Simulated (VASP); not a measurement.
Wanted: the native input for a VASP 6.6.1 run.

```yaml
Task: single point
Functional: PBE
Potentials_or_basis: VASP PAW PBE potentials, release 64 (Sc_sv, Ti_sv, N)
Cutoff: 520 eV
k_mesh: 16 × 16 × 10
Occupations: gaussian, width 0.1 eV
Spin: no spin polarisation
Dipole_correction: no
Further_INCAR_settings: ALGO = Normal; EDIFF = 1e-07; NBANDS = 24
```

The structure of ScTiN2 lies in POSCAR:

```
ScTiN2
1.0
    3.0952150391      0.0000000000      0.0000000000
    0.0000000000      3.0952150391      0.0000000000
    0.0000000000      0.0000000000      4.3564074513
Sc Ti N
1 1 2
Direct
    0.5000000000      0.5000000000      0.5000000000
    0.0000000000      0.0000000000      0.0000000000
    0.0000000000      0.0000000000      0.5000000000
    0.5000000000      0.5000000000      0.0000000000
```

The cell was built from a structure type or drawn by symmetry, and may not be a known phase.

One way to write it, as run:

INCAR

```
SYSTEM = ScTiN2
PREC = Accurate
ENCUT = 520
EDIFF = 1E-7
ISMEAR = 0
SIGMA = 0.1
LREAL = .False.
LASPH = .True.
NELM = 100
ALGO = Normal
ISIF = 2
LWAVE = .False.
LCHARG = .False.
GGA = PE
NBANDS = 24
```

KPOINTS

```
Automatic mesh
0
Gamma
  16 16 10
  0 0 0
```

Potentials or basis: VASP PAW PBE potentials, release 64 (Sc_sv, Ti_sv, N).

Run with:

```sh
$ cat potpaw_PBE.64/Sc_sv/POTCAR potpaw_PBE.64/Ti_sv/POTCAR potpaw_PBE.64/N/POTCAR > POTCAR
$ mpirun -np 1 vasp_std > vasp.out
```

Results of the run:

```
Pressure               : 0.8 GPa
Band gap on the k mesh : zero (an odd number of electrons rules out a gap without spin polarisation)
```

It took 6.3 min on 1 thread of Intel Xeon 8259CL (shared host), peak memory 0.37 GiB.
